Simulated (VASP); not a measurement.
A run of VASP 6.6.1:

The input INCAR:

```
SYSTEM = Ba2H3
  PREC = Accurate
  ENCUT = 600
  EDIFF = 1E-6
  ISMEAR = 0
  SIGMA = 0.1
  LREAL = .False.
  LASPH = .True.
  NELM = 100
  ALGO = Normal
  ISIF = 3
  LWAVE = .False.
  LCHARG = .False.
  GGA = PE
  IBRION = 2
  NSW = 100
  EDIFFG = -0.01
```

KPOINTS

```
Automatic mesh
0
Gamma
  6 6 8
  0 0 0
```

File POSCAR:

```
Ba2H3
1.0
    7.1214850709      0.0000000000      0.0000000000
   -3.5607425354      6.1673869840      0.0000000000
    0.0000000000      0.0000000000      4.7721390785
Ba H
2 3
Direct
    0.3333333333      0.6666666667      0.5000000000
    0.6666666667      0.3333333333      0.5000000000
    0.3333333333      0.6666666667      0.0000000000
    0.6666666667      0.3333333333      0.0000000000
    0.0000000000      0.0000000000      0.0000000000
```

Potentials or basis: VASP PAW PBE potentials, release 64 (Ba_sv, H).

Launch:

```sh
$ cat potpaw_PBE.64/Ba_sv/POTCAR potpaw_PBE.64/H/POTCAR > POTCAR
$ mpirun -np 1 vasp_std > vasp.out
```

Hardware: 1 thread of Intel(R) Xeon(R) Platinum 8488C (Sapphire Rapids), on a shared host.

Problem. How long does it take, and how much memory?

Solution. Run time: 8.1 min on 1 thread of Intel(R) Xeon(R) Platinum 8488C (Sapphire Rapids) (shared host), peak memory 0.46 GiB. Counts: scf iterations 58, k points 35, ion steps 7.
